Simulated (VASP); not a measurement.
The system is BP.

```xyz
2
Lattice="0.0000 2.2683 2.2683 2.2683 0.0000 2.2683 2.2683 2.2683 0.0000" Properties=species:S:1:pos:R:3 pbc="T T T"
B     0.0000    0.0000    0.0000
P     1.1342    1.1342    1.1342
```

Base run:

```yaml
Program: VASP 6.6.1
Functional: PBEsol
Potentials_or_basis: VASP PAW PBE potentials, release 64 (B, P)
Cutoff: 520 eV
k_mesh: 6 × 6 × 6
Occupations: gaussian, width 0.01 eV
Spin: no spin polarisation
```

Its results: band gap on the k mesh 1.22 eV, indirect (least direct gap 3.36 eV); pressure -1.6 GPa.

The run is repeated on the same cell with these changes: functional from PBEsol to HSE06; k mesh from 6 × 6 × 6 to 4 × 4 × 4. What comes out?

Band gap on the k mesh 2.09 eV, indirect (least direct gap 4.37 eV); pressure -0.9 GPa.

Several settings changed at once, so the effect can't be laid on one alone.

Caveats: some runs use coarse meshes; the PAW data sets were made with another functional, which shifts forces and pressure a little.

A k mesh can miss the band edges.
